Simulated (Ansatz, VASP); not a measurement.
**One calculation of Si, two programs**

File INCAR:

```
SYSTEM = Si
PREC     = Accurate       ! precision mode
ENCUT    = 600            ! plane-wave cutoff, eV
EDIFF    = 1E-6           ! SCF threshold, eV
ISMEAR   = 0              ! smearing method
SIGMA    = 0.02           ! smearing width, eV
LREAL    = .False.        ! projectors in reciprocal space
LASPH    = .True.         ! aspherical terms in the spheres
NELM     = 100            ! most SCF steps
ALGO     = Normal         ! electronic algorithm
ISIF     = 3              ! what is computed and relaxed
LWAVE    = .False.        ! write WAVECAR
LCHARG   = .False.        ! write CHGCAR
GGA      = PS             ! functional
IBRION   = 2              ! ionic algorithm
NSW      = 100            ! ionic steps
EDIFFG   = -0.005         ! ionic threshold
```

KPOINTS

```
Automatic mesh
0
Gamma
  12 12 12
  0 0 0
```

File POSCAR:

```
Si
1.0
    0.0000000000      2.7169171022      2.7169171022
    2.7169171022      0.0000000000      2.7169171022
    2.7169171022      2.7169171022      0.0000000000
Si
2
Direct
    0.7500000000      0.7500000000      0.7500000000
    0.5000000000      0.5000000000      0.5000000000
```

Input for Ansatz:

```yaml
crystal:
  lattice:
    - [0.0, 2.7169171022, 2.7169171022]
    - [2.7169171022, 0.0, 2.7169171022]
    - [2.7169171022, 2.7169171022, 0.0]
  atoms:
    - { symbol: Si, position: [0.75, 0.75, 0.75] }
    - { symbol: Si, position: [0.5, 0.5, 0.5] }
basis:
  ecutwfc: 420
kpoints:
  mp_grid: { grid: [12, 12, 12] }
hamiltonian:
  xc: pbesol
scf:
  occupations: { method: gaussian, width: 0.02 }
output:
  forces: true
  stress: true
  eigenvalues: true
  write_density: true
  write_potential: true
  elf: true
  volumetric_format: npy
relax:
  adjacent_minimum: "off"
  f_tol: 0.005
  max_steps: 80
  cell: { stress_tol: 0.05 }
```

Alike in both runs: task relaxation of cell and atoms; functional PBEsol; k mesh 12 × 12 × 12; occupations gaussian, width 0.02 eV; no spin polarisation.

```csv
,VASP,Ansatz
version,VASP 6.6.1,Ansatz 0.2.0
potentials or method,"VASP PAW PBE potentials, release 64 (Si), cutoff 600 eV","scalar-relativistic, plane waves, PAW"
valence electrons in the cell,8,8
```

```csv
,VASP,Ansatz,Ansatz less VASP
"gap on the k mesh at the Fermi level, each at its own relaxed structure (eV)",0.46,0.46,+0.003
relaxed volume (Å³/atom),20.08,20.06,-0.022
relaxed cell length with the largest relative difference (Å),3.844,3.842,-0.0014
```

VASP's potentials were made for PBE, not for PBEsol.
